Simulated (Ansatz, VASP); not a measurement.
**GdN in VASP and in Ansatz**

Contents of INCAR:

```
SYSTEM = GdN
ALGO = Normal
EDIFF = 1E-6
ENCUT = 520
GGA = PE
ISIF = 2
ISMEAR = -1
ISPIN = 2
LASPH = .True.
LCHARG = .True.
LELF = .True.
LMAXMIX = 6
LORBIT = 11
LREAL = .False.
LVHAR = .True.
LWAVE = .False.
MAGMOM = 7 0
NBANDS = 22
NELM = 150
PREC = Accurate
SIGMA = 0.05
```

Contents of KPOINTS:

```
k-points
0
Gamma
  13 13 13
  0 0 0
```

POSCAR

```
GdN
1.0
    0.0000000000      2.5242491343      2.5242491343
    2.5242491343      0.0000000000      2.5242491343
    2.5242491343      2.5242491343      0.0000000000
Gd N
1 1
Direct
    0.0000000000      0.0000000000      0.0000000000
    0.5000000000      0.5000000000      0.5000000000
```

Input for Ansatz:

```yaml
crystal:
  lattice:
    - [0.0, 2.5242491343, 2.5242491343]
    - [2.5242491343, 0.0, 2.5242491343]
    - [2.5242491343, 2.5242491343, 0.0]
  atoms:
    - { symbol: Gd, position: [0.0, 0.0, 0.0], spin: 7.0 }
    - { symbol: "N", position: [0.5, 0.5, 0.5] }
magnetization:
  spin_polarized: true
kpoints:
  mp_grid: { grid: [13, 13, 13] }
scf:
  occupations: { method: fermi_dirac, width: 0.05 }
hamiltonian:
  xc: pbe
  pseudopotentials: { kind: all_electron, lapw: { basis_error: 0.0005 } }
output:
  forces: true
  stress: true
  eigenvalues: true
```

Change from the starting cell: volume scaled by 1.03.

Alike in both runs: task single point; functional PBE; k mesh 13 × 13 × 13; occupations fermi-dirac, width 0.05 eV; collinear spin.

```csv
,VASP,Ansatz
version,VASP 6.6.1,Ansatz 0.2.0
potentials or method,"VASP PAW PBE potentials, release 64 (Gd, N), cutoff 520 eV","all-electron LAPW, scalar-relativistic"
```

```tsv
	VASP	Ansatz	Ansatz less VASP
pressure (GPa)	-5.2	-5.2	-0.03
net moment per atom (μB)	3.50	3.50	0.000
size of the moment on the site where the two differ most (μB)	6.80	6.99	+0.185
```

Site moments also hang on the region over which each program counts them. Ansatz ran all-electron here, and VASP with PAW potentials.

Spin-orbit coupling is off throughout.
